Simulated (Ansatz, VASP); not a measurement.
# Hf3H in VASP and in Ansatz

```xyz
4
Lattice="4.2336 0.0000 0.0000 0.0000 4.2336 0.0000 0.0000 0.0000 4.2336" Properties=species:S:1:pos:R:3 pbc="T T T"
Hf    0.0000    2.1168    2.1168
Hf    2.1168    0.0000    2.1168
Hf    2.1168    2.1168    0.0000
H     0.0000    0.0000    0.0000
```

Alike in both runs: functional PBE; k mesh 4 × 4 × 4; occupations gaussian, width 0.1 eV; no spin polarisation.

Ansatz relaxed the structure, and its values are those at the end. VASP's run is a single point on that final structure, the one shown.

|  | VASP | Ansatz |
| --- | --- | --- |
| version | VASP 6.6.1 | Ansatz 0.2.0 |
| potentials or method | VASP PAW PBE potentials, release 64 (Hf_pv, H), cutoff 520 eV | scalar-relativistic, plane waves, PAW |
| valence electrons in the cell | 31 | 79 |

|  | VASP | Ansatz | Ansatz less VASP |
| --- | --- | --- | --- |
| gap on the k mesh at the Fermi level (eV) | none | none | - |
| pressure (GPa) | -0.2 | 0.1 | +0.31 |

A gap of «none» marks a metal or a gap that the smearing closes. VASP's potentials hold 31 valence electrons a cell and Ansatz's 79, so a difference there can come from the potentials and not from the codes.

The k mesh is coarse, so the values compare programs but aren't converged. Neither program's run includes spin-orbit coupling.
